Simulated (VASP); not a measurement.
Here is a VASP 6.6.1 calculation.

Contents of POSCAR:

```
Cs
1.0
   -3.1284650614      3.1284650614      3.1284650614
    3.1284650614     -3.1284650614      3.1284650614
    3.1284650614      3.1284650614     -3.1284650614
Cs
1
Direct
    0.0000000000      0.0000000000      0.0000000000
```

File INCAR.step1:

```
PREC     = Accurate       # precision mode
ENCUT    = 550            # plane-wave cutoff, eV
ISMEAR   = 1              # smearing method
SIGMA    = 0.1            # smearing width, eV
LREAL    = F              # projectors in reciprocal space
LASPH    = T              # aspherical terms in the spheres
NELM     = 120            # most SCF steps
NBANDS   = 10             # bands
GGA      = PE             # functional
ALGO     = Normal         # electronic algorithm
EDIFF    = 1E-5           # SCF threshold, eV
LWAVE    = T              # write WAVECAR
LCHARG   = F              # write CHGCAR
GGA_COMPAT= F
```

File INCAR.step2:

```
PREC     = Accurate       # precision mode
ENCUT    = 550            # plane-wave cutoff, eV
EDIFF    = 1E-6           # SCF threshold, eV
ISMEAR   = 1              # smearing method
SIGMA    = 0.1            # smearing width, eV
LREAL    = F              # projectors in reciprocal space
LASPH    = T              # aspherical terms in the spheres
NELM     = 120            # most SCF steps
ALGO     = Normal         # electronic algorithm
ISIF     = 2              # what is computed and relaxed
LWAVE    = F              # write WAVECAR
LCHARG   = F              # write CHGCAR
METAGGA  = R2SCAN         # meta-GGA
LMIXTAU  = T            
IVDW     = 13             # dispersion correction
VDW_S6   = 1.0          
VDW_S8   = 0.6018749    
VDW_A1   = 0.51559235   
VDW_A2   = 5.77342911   
NBANDS   = 10             # bands
ISTART   = 1            
GGA_COMPAT= F
```

Contents of KPOINTS:

```
Automatic mesh
0
Gamma
  6 6 6
```

Potentials or basis: VASP PAW PBE potentials, release 64 (Cs_sv).

Launch:

```sh
$ cat potpaw_PBE.64/Cs_sv/POTCAR > POTCAR
$ cp INCAR.step1 INCAR
$ mpirun -np 1 vasp_std > vasp.out
$ cp INCAR.step2 INCAR
$ mpirun -np 1 vasp_std > vasp.out
```

Task: Estimate the dispersion energy per atom.

Result: -0.016 eV.

Task: Estimate the pressure.

Result: 0.0 GPa.

Task: Predict the band gap on the k mesh.

Result: Zero (an odd number of electrons rules out a gap without spin polarisation).

Caveat: the PAW data sets were made with another functional, which shifts forces and pressure a little; spin-orbit coupling is left out, which moves the levels of the heavy elements.
